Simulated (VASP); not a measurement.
# K2S (Fm-3m) in VASP: notebook

The runs below take K2S through single point, with PBEsol.

Everything below comes from runs of VASP 6.6.1. Logs are shortened: lines on timing, memory, paths and dates and some standing lists are left out, and cuts for length are marked.

## (1) The cell of the first run

It takes space group Fm-3m (No. 225, cubic). Conventional cell: a = 6.698 Å, b = 6.698 Å, c = 6.698 Å, α = 90.00°, β = 90.00°, γ = 90.00°. K (site symmetry -43m) has 4 S at 2.90 Å and 6 K at 3.35 Å within 3.8 Å. Within 3.8 Å of S (site symmetry m-3m) lie 8 K at 2.90 Å.

## (2) Single point, PBEsol

Input file INCAR:

```
  ALGO = Normal
  EDIFF = 1E-6
  ENCUT = 500
  GGA = PS
  GGA_COMPAT = F
  ISIF = 2
  ISMEAR = 0
  LASPH = T
  LCHARG = F
  LREAL = F
  LWAVE = F
  NBANDS = 19
  NELM = 120
  PREC = Accurate
  SIGMA = 0.01
```

Input file KPOINTS:

```
k-points
0
Gamma
  6 6 6
```

Input file POSCAR:

```
K2S
1.0
    0.0000000000      3.3487620662      3.3487620662
    3.3487620662      0.0000000000      3.3487620662
    3.3487620662      3.3487620662      0.0000000000
K S
2 1
Direct
    0.2500000000      0.2500000000      0.2500000000
    0.7500000000      0.7500000000      0.7500000000
    0.0000000000      0.0000000000      0.0000000000
```

Potentials or basis: VASP PAW PBE potentials, release 64 (K_sv, S).

The run is started by

```console
$ cat potpaw_PBE.64/K_sv/POTCAR potpaw_PBE.64/S/POTCAR > POTCAR
$ mpirun -np 1 vasp_std > vasp.out
```

OUTCAR:

```text
EDIFF = 1E-6
   ENCUT = 500
   GGA = PS
   ISIF = 2
   ISMEAR = 0
   LASPH = T
   LREAL = F
   NELM = 120
   PREC = Accurate

 ion  position               nearest neighbor table
   1  0.250  0.250  0.250-   3 2.90   3 2.90   3 2.90   3 2.90   2 3.35   2 3.35   2 3.35   2 3.35
                             2 3.35   2 3.35
   2  0.750  0.750  0.750-   3 2.90   3 2.90   3 2.90   3 2.90   1 3.35   1 3.35   1 3.35   1 3.35
                             1 3.35   1 3.35
   3  0.000  0.000  0.000-   2 2.90   2 2.90   2 2.90   1 2.90   2 2.90   1 2.90   1 2.90   1 2.90

  LATTYP: Found a face centered cubic cell.
 ALAT       =     6.6975241324

  Lattice vectors:

 A1 = (   0.0000000000,   3.3487620662,   3.3487620662)
 A2 = (   3.3487620662,   0.0000000000,   3.3487620662)
 A3 = (   3.3487620662,   3.3487620662,   0.0000000000)

Analysis of symmetry for initial positions (statically):
=====================================================================
 Subroutine PRICEL returns:
 Original cell was already a primitive cell.

 Routine SETGRP: Setting up the symmetry group for a
 face centered cubic supercell.

 Subroutine GETGRP returns: Found 48 space group operations
 (whereof 48 operations were pure point group operations)
 out of a pool of 48 trial point group operations.

The static configuration has the point symmetry O_h .

Analysis of symmetry for dynamics (positions and initial velocities):
=====================================================================
 Subroutine PRICEL returns:
 Original cell was already a primitive cell.

 Routine SETGRP: Setting up the symmetry group for a
 face centered cubic supercell.

 Subroutine GETGRP returns: Found 48 space group operations
 (whereof 48 operations were pure point group operations)
 out of a pool of 48 trial point group operations.

The dynamic configuration has the point symmetry O_h .

 Subroutine INISYM returns: Found 48 space group operations
 (whereof 48 operations are pure point group operations),
 and found     1 'primitive' translations

----------------------------------------------------------------------------------------

                                     Primitive cell

  volume of cell :      75.1074

  direct lattice vectors                    reciprocal lattice vectors
     0.000000000  3.348762066  3.348762066    -0.149308906  0.149308906  0.149308906
     3.348762066  0.000000000  3.348762066     0.149308906 -0.149308906  0.149308906
     3.348762066  3.348762066  0.000000000     0.149308906  0.149308906 -0.149308906

  length of vectors
     4.735864731  4.735864731  4.735864731     0.258610611  0.258610611  0.258610611

  position of ions in fractional coordinates (direct lattice)
     0.250000000  0.250000000  0.250000000
     0.750000000  0.750000000  0.750000000
     0.000000000  0.000000000  0.000000000

  ion indices of the primitive-cell ions
   primitive index   ion index
                 1           1
                 2           2
                 3           3

----------------------------------------------------------------------------------------

 KPOINTS: k-points

Automatic generation of k-mesh.
 Grid dimensions read from file:
 generate k-points for:    6    6    6

 Generating k-lattice:

  Cartesian coordinates                     Fractional coordinates (reciprocal lattice)
    -0.024884818  0.024884818  0.024884818     0.166666667  0.000000000  0.000000000
     0.024884818 -0.024884818  0.024884818     0.000000000  0.166666667  0.000000000
     0.024884818  0.024884818 -0.024884818     0.000000000  0.000000000  0.166666667

  Length of vectors
     0.043101768  0.043101768  0.043101768

  Shift w.r.t. Gamma in fractional coordinates (k-lattice)
     0.000000000  0.000000000  0.000000000

 Subroutine IBZKPT returns following result:
 ===========================================

 Found     16 irreducible k-points:

 Following reciprocal coordinates:
            Coordinates               Weight
  0.000000  0.000000  0.000000      1.000000
  0.166667  0.000000  0.000000      8.000000
  0.333333  0.000000  0.000000      8.000000
  0.500000  0.000000  0.000000      4.000000
  0.166667  0.166667  0.000000      6.000000
  0.333333  0.166667  0.000000     24.000000
[... 8 lines left out ...]
 -0.333333  0.333333  0.166667     24.000000
 -0.333333  0.500000  0.166667     12.000000
   k-points           NKPTS =     16   k-points in BZ     NKDIM =     16   number of bands    NBANDS=     19
   number of dos      NEDOS =    301   number of ions     NIONS =      3
   total plane-waves  NPLWV =  46656
   dimension x,y,z NGX =    36 NGY =   36 NGZ =   36
   dimension x,y,z NGXF=    72 NGYF=   72 NGZF=   72
   ions per type =               2   1
   NGX,Y,Z   is equivalent  to a cutoff of  12.64, 12.64, 12.64 a.u.
   NGXF,Y,Z  is equivalent  to a cutoff of  25.27, 25.27, 25.27 a.u.
 SYSTEM =  unknown system
   PREC   = accura    normal or accurate (medium, high low for compatibility)
   ISTART =      0    job   : 0-new  1-cont  2-samecut
   ICHARG =      2    charge: 1-file 2-atom 10-const
   ISPIN  =      1    spin polarized calculation?
   LNONCOLLINEAR =      F non collinear calculations
   LSORBIT =      F    spin-orbit coupling
   LASPH  =      T    aspherical Exc in radial PAW
   ENCUT  =  500.0 eV  36.75 Ry    6.06 a.u.   8.63  8.63  8.63*2*pi/ulx,y,z
   NELM   =    120;   NELMIN=  2; NELMDL= -5     # of ELM steps
   EDIFF  = 0.1E-05   stopping-criterion for ELM
   LREAL  =      F    real-space projection
   EDIFFG = 0.1E-04   stopping-criterion for IOM
   NSW    =      0    number of steps for IOM
   IBRION =     -1    ionic relax: 0-MD 1-quasi-New 2-CG
   NFREE  =      0    steps in history (QN), initial steepest desc. (CG)
   ISIF   =      2    stress and relaxation
   ISYM   =      2    0-nonsym 1-usesym 2-fastsym
   POTIM  = 0.5000    time-step for ionic-motion
   TEBEG  =    0.0;   TEEND  =   0.0 temperature during run
   PSTRESS=    0.0 pullay stress
   NELECT =      24.0000    total number of electrons
   NUPDOWN=      -1.0000    fix difference up-down
   EMIN   =  10.00;   EMAX   =-10.00  energy-range for DOS
   EFERMI =   0.00;   METHOD = LEGACY
   ISMEAR =     0;   SIGMA  =   0.01  broadening in eV -4-tet -1-fermi 0-gaus
   EFERMI_NEDOS =   21; number of points for ismear=-14 and -15
   IALGO  =     38    algorithm
   IMIX   =      4    mixing-type and parameters
     AMIX     =   0.40;   BMIX     =  1.00
     AMIX_MAG =   1.60;   BMIX_MAG =  1.00
  volume/ion in A,a.u.               =      25.04       168.95
  Fermi-wavevector in a.u.,A,eV,Ry     =   1.119226  2.115030 17.043554  1.252666
  Thomas-Fermi vector in A             =   2.255863
   LORBIT       =      0    0 simple, 1 ext, 2 COOP (PROOUT), +10 PAW based schemes
   GGA     = PS    functional components
   LHFCALC =     F    Hartree Fock is set to
   AEXX    =    0.0000 exact exchange contribution
   IVDW    =     0    specifies the selected vdW correction
   LEPSILON=     F    determine dielectric tensor
   LRPA    =     F    only Hartree local field effects (RPA)
 non-spin polarized calculation
 Gauss-broadening in eV      SIGMA  =   0.01
  energy-cutoff  :      500.00
  volume of cell :       75.11
 maximum number of plane-waves:      1932
 NGX is ok and might be reduce to    36
   NGX = 17   NGY = 17   NGZ = 17

 number of electron      23.9999998 magnetization

 Free energy of the ion-electron system (eV)
  ---------------------------------------------------
  ext. energy  EPLUGINS =         0.00000000
  ---------------------------------------------------
  free energy    TOTEN  =        -9.26438651 eV

  energy without entropy =       -9.26438651  energy(sigma->0) =       -9.26438651

 E-fermi :   0.9223     XC(G=0):  -8.7271

 val. band max:        0.8679562549   @ k =   0.5000   0.5000   0.0000
 cond. band min:       3.8761131045   @ k =   0.0000   0.0000   0.0000
 fundamental gap:      3.0081568496
 Fermi energy:         0.9223419963

 k-point     1 :       0.0000    0.0000    0.0000
  band No.  band energies     occupation
      1     -27.8345      2.00000
      2     -27.5669      2.00000
      3     -11.6160      2.00000
      4     -11.6160      2.00000
      5     -11.6160      2.00000
      6     -11.0817      2.00000
[... 11 lines left out ...]
     18       9.3299      0.00000
     19      10.6362      0.00000

 k-point     2 :       0.1667    0.0000    0.0000
  band No.  band energies     occupation
      1     -27.8153      2.00000
      2     -27.5837      2.00000
      3     -11.6206      2.00000
      4     -11.5883      2.00000
      5     -11.5883      2.00000
      6     -11.2565      2.00000
[... 11 lines left out ...]
     18       9.3118      0.00000
     19      10.2911      0.00000

 k-point     3 :       0.3333    0.0000    0.0000
  band No.  band energies     occupation
      1     -27.7639      2.00000
      2     -27.6303      2.00000
      3     -11.7224      2.00000
      4     -11.5075      2.00000
      5     -11.5075      2.00000
      6     -11.4304      2.00000
[... 11 lines left out ...]
     18       9.0487      0.00000
     19       9.2795      0.00000

 k-point     4 :       0.5000    0.0000    0.0000
  band No.  band energies     occupation
      1     -27.6963      2.00000
      2     -27.6955      2.00000
      3     -11.8198      2.00000
      4     -11.4463      2.00000
      5     -11.4015      2.00000
      6     -11.4015      2.00000
[... 231 lines left out ...]
     18       9.2317      0.00000
     19       9.5247      0.00000

 k-point    15 :      -0.3333    0.3333    0.1667
  band No.  band energies     occupation
      1     -27.6940      2.00000
      2     -27.6938      2.00000
      3     -12.1604      2.00000
      4     -11.8102      2.00000
      5     -11.4186      2.00000
      6     -11.4103      2.00000
[... 11 lines left out ...]
     18       9.0198      0.00000
     19       9.8610      0.00000

 k-point    16 :      -0.3333    0.5000    0.1667
  band No.  band energies     occupation
      1     -27.7152      2.00000
      2     -27.6711      2.00000
      3     -12.2551      2.00000
      4     -11.8538      2.00000
      5     -11.6076      2.00000
      6     -11.1996      2.00000
[... 11 lines left out ...]
     18       9.1715      0.00000
     19       9.7057      0.00000

------------------------ aborting loop because EDIFF is reached ----------------------------------------

  FORCE on cell =-STRESS in cart. coord.  units (eV):
  Direction    XX          YY          ZZ          XY          YZ          ZX
  --------------------------------------------------------------------------------------
  -------------------------------------------------------------------------------------
  Total        4.7940489      4.7940489      4.7940489     -0.0000000      0.0000000     -0.0000000
  in kB      102.2657414    102.2657414    102.2657414     -0.0000000      0.0000000     -0.0000000
  external PRESSURE =     102.2657414 kB  Pullay stress =       0.0000000 kB

 VOLUME and BASIS-vectors are now :
 -----------------------------------------------------------------------------
  energy-cutoff  :      500.00
  volume of cell :       75.11
      direct lattice vectors                 reciprocal lattice vectors
     0.000000000  3.348762066  3.348762066    -0.149308906  0.149308906  0.149308906
     3.348762066  0.000000000  3.348762066     0.149308906 -0.149308906  0.149308906
     3.348762066  3.348762066  0.000000000     0.149308906  0.149308906 -0.149308906

 POSITION                                       TOTAL-FORCE (eV/Angst)
 -----------------------------------------------------------------------------------
      1.67438      1.67438      1.67438        -0.000000     -0.000000      0.000000
      5.02314      5.02314      5.02314         0.000000      0.000000     -0.000000
      0.00000      0.00000      0.00000        -0.000000      0.000000     -0.000000
 -----------------------------------------------------------------------------------
    total drift:                                0.000000      0.000000      0.000000

  FREE ENERGIE OF THE ION-ELECTRON SYSTEM (eV)
  ---------------------------------------------------
  free  energy   TOTEN  =        -9.2643865148 eV

  energy  without entropy=       -9.2643865148  energy(sigma->0) =       -9.26438651
```

It took 12 s on 1 thread of Intel Xeon 6975P-C (Granite Rapids), shared host; peak memory 0.2 GiB.

What came out:

```yaml
Free_energy: -9.2644 eV
Pressure: 10.2 GPa
Band_gap_on_the_k_mesh: 3.01 eV (least direct gap 3.30 eV)
```

Caveat: the cell stands under pressure; the PAW data sets were made with another functional, which shifts forces and pressure a little.

[end of part 1 of 2]
